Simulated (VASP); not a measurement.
# I (Im-3m) in VASP: notebook

Runs on I. Level: PBEsol. Tasks: single point, relaxation of cell and atoms.

Program: VASP 6.6.1. These are calculated values, not measurements. Logs are shortened: lines on timing, memory, paths and dates and some standing lists are left out, and cuts for length are marked.

## 1. The cell of the first run

It takes space group Im-3m (No. 229, cubic). The conventional cell has a = 4.025 Å, b = 4.025 Å, c = 4.025 Å, α = 90.00°, β = 90.00°, γ = 90.00°. Within 4.6 Å of I (site symmetry m-3m) lie 14 I at 3.49 to 4.02 Å.

## 2. Single point, PBEsol

Input file INCAR:

```
SYSTEM = I
PREC     = Accurate       ! precision mode
ENCUT    = 500            ! plane-wave cutoff, eV
EDIFF    = 1E-6           ! SCF threshold, eV
ISMEAR   = 1              ! smearing method
SIGMA    = 0.1            ! smearing width, eV
LREAL    = .FALSE.        ! projectors in reciprocal space
LASPH    = .TRUE.         ! aspherical terms in the spheres
NELM     = 120            ! most SCF steps
ALGO     = Normal         ! electronic algorithm
ISIF     = 2              ! what is computed and relaxed
LWAVE    = .FALSE.        ! write WAVECAR
LCHARG   = .FALSE.        ! write CHGCAR
GGA      = PS             ! functional
NBANDS   = 10             ! bands
GGA_COMPAT= .FALSE.
```

Input file KPOINTS:

```
regular mesh
0
G
  15 15 15
  0 0 0
```

Input file POSCAR:

```
I
1.0
   -2.0123036044      2.0123036044      2.0123036044
    2.0123036044     -2.0123036044      2.0123036044
    2.0123036044      2.0123036044     -2.0123036044
I
1
Direct
    0.0000000000      0.0000000000      0.0000000000
```

Potentials or basis: VASP PAW PBE potentials, release 64 (I).

Command:

```console
cat potpaw_PBE.64/I/POTCAR > POTCAR
mpirun -np 1 vasp_std > vasp.out
```

OUTCAR:

```text
SYSTEM = I
   PREC = Accurate
   ENCUT = 500
   EDIFF = 1E-6
   ISMEAR = 1
   LREAL = .FALSE.
   LASPH = .TRUE.
   NELM = 120
   ISIF = 2
   GGA = PS

 ion  position               nearest neighbor table
   1  0.000  0.000  0.000-

  LATTYP: Found a body centered cubic cell.
 ALAT       =     4.0246072088

  Lattice vectors:

 A1 = (  -2.0123036044,   2.0123036044,   2.0123036044)
 A2 = (   2.0123036044,  -2.0123036044,   2.0123036044)
 A3 = (   2.0123036044,   2.0123036044,  -2.0123036044)

Analysis of symmetry for initial positions (statically):
=====================================================================
 Subroutine PRICEL returns:
 Original cell was already a primitive cell.

 Routine SETGRP: Setting up the symmetry group for a
 body centered cubic supercell.

 Subroutine GETGRP returns: Found 48 space group operations
 (whereof 48 operations were pure point group operations)
 out of a pool of 48 trial point group operations.

The static configuration has the point symmetry O_h .

Analysis of symmetry for dynamics (positions and initial velocities):
=====================================================================
 Subroutine PRICEL returns:
 Original cell was already a primitive cell.

 Routine SETGRP: Setting up the symmetry group for a
 body centered cubic supercell.

 Subroutine GETGRP returns: Found 48 space group operations
 (whereof 48 operations were pure point group operations)
 out of a pool of 48 trial point group operations.

The dynamic configuration has the point symmetry O_h .

 Subroutine INISYM returns: Found 48 space group operations
 (whereof 48 operations are pure point group operations),
 and found     1 'primitive' translations

----------------------------------------------------------------------------------------

                                     Primitive cell

  volume of cell :      32.5942

  direct lattice vectors                    reciprocal lattice vectors
    -2.012303604  2.012303604  2.012303604     0.000000000  0.248471453  0.248471453
     2.012303604 -2.012303604  2.012303604     0.248471453  0.000000000  0.248471453
     2.012303604  2.012303604 -2.012303604     0.248471453  0.248471453  0.000000000

  length of vectors
     3.485412083  3.485412083  3.485412083     0.351391698  0.351391698  0.351391698

  position of ions in fractional coordinates (direct lattice)
     0.000000000  0.000000000  0.000000000

  ion indices of the primitive-cell ions
   primitive index   ion index
                 1           1

----------------------------------------------------------------------------------------

 KPOINTS: regular mesh

Automatic generation of k-mesh.
 Grid dimensions read from file:
 generate k-points for:   15   15   15

 Generating k-lattice:

  Cartesian coordinates                     Fractional coordinates (reciprocal lattice)
     0.000000000  0.016564764  0.016564764     0.066666667  0.000000000  0.000000000
     0.016564764  0.000000000  0.016564764     0.000000000  0.066666667  0.000000000
     0.016564764  0.016564764  0.000000000     0.000000000  0.000000000  0.066666667

  Length of vectors
     0.023426113  0.023426113  0.023426113

  Shift w.r.t. Gamma in fractional coordinates (k-lattice)
     0.000000000  0.000000000  0.000000000

 Subroutine IBZKPT returns following result:
 ===========================================

 Found    120 irreducible k-points:

 Following reciprocal coordinates:
            Coordinates               Weight
  0.000000  0.000000  0.000000      1.000000
  0.066667  0.000000  0.000000     12.000000
  0.133333  0.000000  0.000000     12.000000
  0.200000  0.000000  0.000000     12.000000
  0.266667  0.000000  0.000000     12.000000
  0.333333  0.000000  0.000000     12.000000
[... 16 lines left out ...]
  0.333333  0.200000 -0.000000     48.000000
  0.400000  0.200000  0.000000     24.000000
 [... further k-points ...]
   k-points           NKPTS =    120   k-points in BZ     NKDIM =    120   number of bands    NBANDS=     10
   number of dos      NEDOS =    301   number of ions     NIONS =      1
   total plane-waves  NPLWV =  21952
   dimension x,y,z NGX =    28 NGY =   28 NGZ =   28
   dimension x,y,z NGXF=    56 NGYF=   56 NGZF=   56
   ions per type =               1
   NGX,Y,Z   is equivalent  to a cutoff of  13.36, 13.36, 13.36 a.u.
   NGXF,Y,Z  is equivalent  to a cutoff of  26.71, 26.71, 26.71 a.u.
 SYSTEM =  I
   PREC   = accura    normal or accurate (medium, high low for compatibility)
   ISTART =      0    job   : 0-new  1-cont  2-samecut
   ICHARG =      2    charge: 1-file 2-atom 10-const
   ISPIN  =      1    spin polarized calculation?
   LNONCOLLINEAR =      F non collinear calculations
   LSORBIT =      F    spin-orbit coupling
   LASPH  =      T    aspherical Exc in radial PAW
   ENCUT  =  500.0 eV  36.75 Ry    6.06 a.u.   6.35  6.35  6.35*2*pi/ulx,y,z
   NELM   =    120;   NELMIN=  2; NELMDL= -5     # of ELM steps
   EDIFF  = 0.1E-05   stopping-criterion for ELM
   LREAL  =      F    real-space projection
   EDIFFG = 0.1E-04   stopping-criterion for IOM
   NSW    =      0    number of steps for IOM
   IBRION =     -1    ionic relax: 0-MD 1-quasi-New 2-CG
   NFREE  =      0    steps in history (QN), initial steepest desc. (CG)
   ISIF   =      2    stress and relaxation
   ISYM   =      2    0-nonsym 1-usesym 2-fastsym
   POTIM  = 0.5000    time-step for ionic-motion
   TEBEG  =    0.0;   TEEND  =   0.0 temperature during run
   PSTRESS=    0.0 pullay stress
   NELECT =       7.0000    total number of electrons
   NUPDOWN=      -1.0000    fix difference up-down
   EMIN   =  10.00;   EMAX   =-10.00  energy-range for DOS
   EFERMI =   0.00;   METHOD = LEGACY
   ISMEAR =     1;   SIGMA  =   0.10  broadening in eV -4-tet -1-fermi 0-gaus
   EFERMI_NEDOS =   21; number of points for ismear=-14 and -15
   IALGO  =     38    algorithm
   IMIX   =      4    mixing-type and parameters
     AMIX     =   0.40;   BMIX     =  1.00
     AMIX_MAG =   1.60;   BMIX_MAG =  1.00
  volume/ion in A,a.u.               =      32.59       219.96
  Fermi-wavevector in a.u.,A,eV,Ry     =   0.980379  1.852648 13.077145  0.961143
  Thomas-Fermi vector in A             =   2.111305
   LORBIT       =      0    0 simple, 1 ext, 2 COOP (PROOUT), +10 PAW based schemes
   GGA     = PS    functional components
   LHFCALC =     F    Hartree Fock is set to
   AEXX    =    0.0000 exact exchange contribution
   IVDW    =     0    specifies the selected vdW correction
   LEPSILON=     F    determine dielectric tensor
   LRPA    =     F    only Hartree local field effects (RPA)
 non-spin polarized calculation
 Methfessel and Paxton  Order N= 1 SIGMA  =   0.10
  energy-cutoff  :      500.00
  volume of cell :       32.59
 maximum number of plane-waves:       852
 NGX is ok and might be reduce to    28
   NGX = 13   NGY = 13   NGZ = 13

 number of electron       6.9999999 magnetization

 Free energy of the ion-electron system (eV)
  ---------------------------------------------------
  ext. energy  EPLUGINS =         0.00000000
  ---------------------------------------------------
  free energy    TOTEN  =        -1.38342328 eV

  energy without entropy =       -1.38381075  energy(sigma->0) =       -1.38355244

 E-fermi :   5.4797     XC(G=0):  -9.5976

 val. band max:        5.4318504580   @ k =   0.3333   0.2000  -0.0000
 cond. band min:       5.5067100082   @ k =   0.4000   0.0667   0.0667
 fundamental gap:      0.0748595502
 Fermi energy:         5.4797378658

 k-point     1 :       0.0000    0.0000    0.0000
  band No.  band energies     occupation
      1      -8.6222      2.00000
      2       6.4529     -0.00000
      3       6.4529     -0.00000
      4       6.4529     -0.00000
      5      12.7368      0.00000
      6      15.1848      0.00000
      7      15.1848      0.00000
      8      15.1848      0.00000
      9      17.4993      0.00000
     10      17.4993      0.00000

 k-point     2 :       0.0667    0.0000    0.0000
  band No.  band energies     occupation
      1      -8.5649      2.00000
      2       6.0462     -0.00000
      3       6.3379     -0.00000
      4       6.4351     -0.00000
      5      13.0635      0.00000
      6      14.8833      0.00000
      7      15.0194      0.00000
      8      15.4393      0.00000
      9      16.7410      0.00000
     10      17.0890      0.00000

 k-point     3 :       0.1333    0.0000    0.0000
  band No.  band energies     occupation
      1      -8.3964      2.00000
      2       5.0694      2.00000
      3       6.0370     -0.00000
      4       6.3838     -0.00000
      5      13.3519      0.00000
      6      14.2801      0.00000
      7      14.9319      0.00000
      8      16.1577      0.00000
      9      16.6549      0.00000
     10      16.7140      0.00000

 k-point     4 :       0.2000    0.0000    0.0000
  band No.  band energies     occupation
      1      -8.1284      2.00000
      2       3.8776      2.00000
      3       5.6444     -0.04182
      4       6.3063     -0.00000
      5      12.7669      0.00000
      6      13.6686      0.00000
      7      15.6663      0.00000
      8      16.5769      0.00000
      9      17.2420      0.00000
     10      17.2933      0.00000
[... 222 lines left out ...]
 k-point    22 :       0.2667    0.2000    0.0000
  band No.  band energies     occupation
      1      -6.9957      2.00000
      2       1.3176      2.00000
      3       3.5036      2.00000
      4       5.5174      0.40956
      5      12.3332      0.00000
      6      13.7688      0.00000
      7      16.3808      0.00000
      8      17.5250      0.00000
      9      19.8111      0.00000
     10      20.6605      0.00000

 k-point    23 :       0.3333    0.2000   -0.0000
  band No.  band energies     occupation
      1      -6.7504      2.00000
      2       0.9113      2.00000
      3       3.1220      2.00000
      4       5.4319      1.71655
      5      12.1778      0.00000
      6      13.9785      0.00000
      7      16.5225      0.00000
      8      17.6646      0.00000
      9      20.2850      0.00000
     10      21.4836      0.00000

 k-point    24 :       0.4000    0.2000    0.0000
  band No.  band energies     occupation
      1      -6.6573      2.00000
      2       0.7605      2.00000
      3       2.9938      2.00000
      4       5.4025      1.96554
      5      12.1207      0.00000
      6      14.0686      0.00000
      7      16.7528      0.00000
      8      17.2984      0.00000
      9      21.2136      0.00000
     10      21.9320      0.00000

 [... further k-points ...]

------------------------ aborting loop because EDIFF is reached ----------------------------------------

  FORCE on cell =-STRESS in cart. coord.  units (eV):
  Direction    XX          YY          ZZ          XY          YZ          ZX
  --------------------------------------------------------------------------------------
  -------------------------------------------------------------------------------------
  Total       -0.0051323     -0.0051323     -0.0051323      0.0000000      0.0000000     -0.0000000
  in kB       -0.2522772     -0.2522772     -0.2522772      0.0000000      0.0000000     -0.0000000
  external PRESSURE =      -0.2522772 kB  Pullay stress =       0.0000000 kB

 VOLUME and BASIS-vectors are now :
 -----------------------------------------------------------------------------
  energy-cutoff  :      500.00
  volume of cell :       32.59
      direct lattice vectors                 reciprocal lattice vectors
    -2.012303604  2.012303604  2.012303604     0.000000000  0.248471453  0.248471453
     2.012303604 -2.012303604  2.012303604     0.248471453  0.000000000  0.248471453
     2.012303604  2.012303604 -2.012303604     0.248471453  0.248471453  0.000000000

 POSITION                                       TOTAL-FORCE (eV/Angst)
 -----------------------------------------------------------------------------------
      0.00000      0.00000      0.00000        -0.000000     -0.000000      0.000000
 -----------------------------------------------------------------------------------
    total drift:                                0.000000      0.000000     -0.000000

  FREE ENERGIE OF THE ION-ELECTRON SYSTEM (eV)
  ---------------------------------------------------
  free  energy   TOTEN  =        -1.3834232803 eV

  energy  without entropy=       -1.3838107528  energy(sigma->0) =       -1.38355244
```

Wall time 16 s (1 thread of AMD EPYC 9R14 (Zen 4), shared host); peak memory 0.15 GiB.

Results:

| Item | Value |
| --- | --- |
| Free energy | -1.3834 eV |
| Pressure | 0.0 GPa |
| Band gap on the k mesh | zero (an odd number of electrons rules out a gap without spin polarisation) |

Caveat: the PAW data sets were made with another functional, which shifts forces and pressure a little; spin-orbit coupling is left out, which moves the levels of the heavy elements; an odd number of electrons without spin polarisation forces a metal; a magnetic or distorted state may lie lower.

(Part 1 of 2 ends here.)

The gap in the log of VASP goes by the Fermi energy; the results here count the filled bands.